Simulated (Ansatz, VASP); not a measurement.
**One calculation of ZnS, two programs**

The input INCAR:

```
PREC = Accurate
ENCUT = 520
EDIFF = 1E-8
ISMEAR = -1
SIGMA = 0.01
LREAL = False
LASPH = True
NELM = 80
ALGO = Normal
ISIF = 2
LWAVE = False
LCHARG = False
GGA = PS
LEFG = True
NBANDS = 16
```

KPOINTS

```
Automatic mesh
0
Gamma
  8 8 8
```

POSCAR

```
ZnS
1.0
    0.0000000000      2.6680961947      2.6680961947
    2.6680961947      0.0000000000      2.6680961947
    2.6680961947      2.6680961947      0.0000000000
Zn S
1 1
Direct
    0.0000000000      0.0000000000      0.0000000000
    0.7500000000      0.7500000000      0.7500000000
```

Input for Ansatz:

```yaml
crystal:
  lattice:
    - [0.0, 2.6680961947, 2.6680961947]
    - [2.6680961947, 0.0, 2.6680961947]
    - [2.6680961947, 2.6680961947, 0.0]
  atoms:
    - { symbol: Zn, position: [0.0, 0.0, 0.0] }
    - { symbol: S, position: [0.75, 0.75, 0.75] }
kpoints:
  mp_grid: { grid: [8, 8, 8] }
scf:
  occupations: { method: fermi_dirac, width: 0.01 }
hamiltonian:
  xc: pbesol
  pseudopotentials: { kind: all_electron, datasets: crystal }
output:
  forces: true
  stress: true
  eigenvalues: true
  efg: { contact_densities: true }
```

Change from the starting cell: volume scaled by 0.96, crystal datasets.

Alike in both runs: task electric field gradients; functional PBEsol; k mesh 8 × 8 × 8; occupations fermi-dirac, width 0.01 eV; no spin polarisation.

```csv
,VASP,Ansatz
version,VASP 6.6.1,Ansatz 0.2.0
potentials or method,"VASP PAW PBE potentials, release 64 (Zn, S), cutoff 520 eV","all-electron PAW with datasets made for the crystal, scalar-relativistic"
```

|  | VASP | Ansatz | Ansatz less VASP |
| --- | --- | --- | --- |
| gap on the k mesh at the Fermi level (eV) | 2.14 | 2.14 | -0.004 |
| pressure (GPa) | 1.1 | 0.9 | -0.21 |

VASP's potentials were made for PBE, not for PBEsol. Ansatz ran all-electron here, and VASP with PAW potentials.
